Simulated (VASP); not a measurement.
InSb:

```xyz
2
Lattice="0.0000 3.2391 3.2391 3.2391 0.0000 3.2391 3.2391 3.2391 0.0000" Properties=species:S:1:pos:R:3 pbc="T T T"
In    0.0000    0.0000    0.0000
Sb    4.8586    4.8586    4.8586
```

Base run:

```yaml
Program: VASP 6.6.1
Functional: PBEsol
Potentials_or_basis: VASP PAW PBE potentials, release 64 (In_d, Sb)
Cutoff: 520 eV
k_mesh: 10 × 10 × 10
Occupations: fermi-dirac, width 0.03 eV
Spin: no spin polarisation
```

Its results: band gap on the k mesh zero (filled and empty bands touch); pressure 0.9 GPa.

The run is repeated on the same cell with these changes: functional from PBEsol to r2SCAN. What comes out?

Band gap on the k mesh 0.24 eV; pressure 1.7 GPa.

Caveats: the PAW data sets were made with another functional, which shifts forces and pressure a little; spin-orbit coupling is left out, which moves the levels of the heavy elements; semilocal functionals underestimate gaps, so a narrow gap can read as zero (at least some runs).

